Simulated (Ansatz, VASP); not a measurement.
## Na2YScC6N6: VASP beside Ansatz

```
Na Y Sc C N
1.0
     0.00000    5.39600    5.39600
     5.39600    0.00000    5.39600
     5.39600    5.39600    0.00000
Na Y Sc C N
2 1 1 6 6
Direct
  0.25000 0.25000 0.25000
  0.75000 0.75000 0.75000
  0.00000 0.00000 0.00000
  0.50000 0.50000 0.50000
  0.80486 0.19514 0.19514
  0.19514 0.80486 0.19514
  0.19514 0.19514 0.80486
  0.19514 0.80486 0.80486
  0.80486 0.19514 0.80486
  0.80486 0.80486 0.19514
  0.69644 0.30356 0.30356
  0.30356 0.69644 0.30356
  0.30356 0.30356 0.69644
  0.30356 0.69644 0.69644
  0.69644 0.30356 0.69644
  0.69644 0.69644 0.30356
```

Alike in both runs: task relaxation of cell and atoms; functional PBE; k mesh 4 × 4 × 4; occupations gaussian, width 0.1 eV; no spin polarisation.

```csv
,VASP,Ansatz
version,VASP 6.6.1,Ansatz 0.2.0
potentials or method,"VASP PAW PBE potentials, release 64 (Na_pv, Y_sv, Sc_sv, C, N), cutoff 600 eV","scalar-relativistic, plane waves, PAW"
valence electrons in the cell,90,94
```

|  | VASP | Ansatz | Ansatz less VASP |
| --- | --- | --- | --- |
| gap on the k mesh at the Fermi level, each at its own relaxed structure (eV) | none | none | - |
| relaxed volume (Å³/atom) | 24.74 | 24.80 | +0.054 |
| relaxed cell length with the largest relative difference (Å) | 8.242 | 8.248 | +0.0060 |

A gap of «none» marks a metal or a gap that the smearing closes. VASP's potentials hold 90 valence electrons a cell and Ansatz's 94, so a difference there can come from the potentials and not from the codes.

Noted on VASP's run: the standard files for N, O and F lose accuracy on very short bonds; the volume moved by over 15 % at a fixed basis, so the end points are rough.
